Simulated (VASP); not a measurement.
A run of VASP 6.6.1 is set up as follows.

INCAR

```
SYSTEM = MgO
PREC = Accurate
ENCUT = 520
EDIFF = 1E-6
ISMEAR = 0
SIGMA = 0.01
LREAL = .False.
LASPH = .True.
NELM = 80
ALGO = Normal
ISIF = 2
LWAVE = .False.
LCHARG = .False.
GGA = PS
NBANDS = 11
```

File KPOINTS:

```
regular mesh
0
Gamma
  10 10 10
  0 0 0
```

File POSCAR:

```
MgO
1.0
    0.0000000000      2.0566416599      2.0566416599
    2.0566416599      0.0000000000      2.0566416599
    2.0566416599      2.0566416599      0.0000000000
Mg O
1 1
Direct
    0.0000000000      0.0000000000      0.0000000000
    0.5000000000      0.5000000000      0.5000000000
```

Potentials or basis: VASP PAW PBE potentials, release 64 (Mg, O).

Command:

```bash
$ cat potpaw_PBE.64/Mg/POTCAR potpaw_PBE.64/O/POTCAR > POTCAR
$ mpirun -np 1 vasp_std > vasp.out
```

Q: Predict the band gap on the k mesh.

A: 5.35 eV, direct.

Q: What does it give for the pressure?

A: 12.9 GPa.

Caveat: the PAW data sets were made with another functional, which shifts forces and pressure a little. Expect the measured gap to be larger: semilocal functionals such as PBEsol lack the derivative discontinuity.
